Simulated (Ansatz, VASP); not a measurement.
**One calculation of CoSi2, two programs**

Contents of INCAR:

```
SYSTEM = CoSi2
  PREC = Accurate
  ENCUT = 520
  EDIFF = 1E-6
  ISMEAR = 0
  SIGMA = 0.15
  LREAL = .False.
  LASPH = .True.
  NELM = 60
  ALGO = Normal
  ISIF = 2
  LWAVE = .False.
  LCHARG = .False.
  GGA = PS
  NBANDS = 16
```

KPOINTS

```
Automatic mesh
0
Gamma
  16 16 16
  0 0 0
```

POSCAR

```
CoSi2
1.0
    0.0000000000      2.7226603094      2.6562539604
    2.7226603094      0.0000000000      2.6562539604
    2.7226603094      2.7226603094      0.0000000000
Co Si
1 2
Direct
    0.0000000000      0.0000000000      0.0000000000
    0.2500000000      0.2500000000      0.2500000000
    0.7500000000      0.7500000000      0.7500000000
```

Input for Ansatz:

```yaml
crystal:
  lattice:
    - [0.0, 2.7226603094, 2.6562539604]
    - [2.7226603094, 0.0, 2.6562539604]
    - [2.7226603094, 2.7226603094, 0.0]
  atoms:
    - { symbol: Co, position: [0.0, 0.0, 0.0] }
    - { symbol: Si, position: [0.25, 0.25, 0.25] }
    - { symbol: Si, position: [0.75, 0.75, 0.75] }
basis:
  ecutwfc: 420
kpoints:
  mp_grid: { grid: [16, 16, 16] }
hamiltonian:
  xc: pbesol
scf:
  occupations: { method: gaussian, width: 0.15 }
output:
  forces: true
  stress: true
  eigenvalues: true
  write_density: true
  write_potential: true
  elf: true
  volumetric_format: npy
```

Change from the starting cell: strain +0.025 along x and y, +0.000 along z, atoms carried along.

Alike in both runs: task single point; functional PBEsol; k mesh 16 × 16 × 16; occupations gaussian, width 0.15 eV; no spin polarisation.

|  | VASP | Ansatz |
| --- | --- | --- |
| version | VASP 6.6.1 | Ansatz 0.2.0 |
| potentials or method | VASP PAW PBE potentials, release 64 (Co, Si), cutoff 520 eV | scalar-relativistic, plane waves, PAW |
| valence electrons in the cell | 17 | 25 |

VASP gave:

* gap on the k mesh at the Fermi level (eV): none
* pressure (GPa): -8.5
* traceless stress, the component that is largest in VASP (GPa): 1.54

**Question.** Which values does Ansatz return?

**Answer.** gap on the k mesh at the Fermi level (eV): none; pressure (GPa): -8.6; traceless stress, the component that is largest in VASP (GPa): 1.53.

VASP's potentials were made for PBE, not for PBEsol. A gap of «none» marks a metal or a gap that the smearing closes. VASP's potentials hold 17 valence electrons a cell and Ansatz's 25, so a difference there can come from the potentials and not from the codes.
